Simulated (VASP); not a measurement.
Set up this calculation in VASP 6.6.1, as the native input.

```
Task                   : single point
Functional             : PBE
Potentials or basis    : VASP PAW PBE potentials, release 64 (Cl)
Cutoff                 : 520 eV
k mesh                 : 11 × 11 × 11
Occupations            : fermi-dirac, width 0.1 eV
Spin                   : no spin polarisation
Dipole correction      : no
Further INCAR settings : ALGO = Normal; EDIFF = 1e-07; NBANDS = 14
```

The structure of Cl lies in POSCAR:

```
Cl
1.0
    0.0000000000      2.7332512072      2.7332512072
    2.7332512072      0.0000000000      2.7332512072
    2.7332512072      2.7332512072      0.0000000000
Cl
2
Direct
   -0.1250000000     -0.1250000000     -0.1250000000
    0.1250000000      0.1250000000      0.1250000000
```

These files were run (other wordings do the same):

INCAR

```
PREC     = Accurate       # precision mode
ENCUT    = 520            # plane-wave cutoff, eV
EDIFF    = 1E-7           # SCF threshold, eV
ISMEAR   = -1             # smearing method
SIGMA    = 0.1            # smearing width, eV
LREAL    = False          # projectors in reciprocal space
LASPH    = True           # aspherical terms in the spheres
NELM     = 100            # most SCF steps
ALGO     = Normal         # electronic algorithm
ISIF     = 2              # what is computed and relaxed
LWAVE    = False          # write WAVECAR
LCHARG   = False          # write CHGCAR
GGA      = PE             # functional
NBANDS   = 14             # bands
```

KPOINTS

```
regular mesh
0
Gamma
  11 11 11
```

Potentials or basis: VASP PAW PBE potentials, release 64 (Cl).

Command:

```sh
$ cat potpaw_PBE.64/Cl/POTCAR > POTCAR
$ mpirun -np 1 vasp_std > vasp.out
```

It gave:

```yaml
Pressure: 27.6 GPa
Band_gap_on_the_k_mesh: zero (bands 7 and 8 overlap by 2.97 eV)
```

Caveat: the cell stands under pressure.

Wall time 67 s on 1 thread of Intel(R) Xeon(R) Platinum 8375C CPU @ 2.90GHz (Ice Lake) (shared host), peak memory 0.16 GiB.
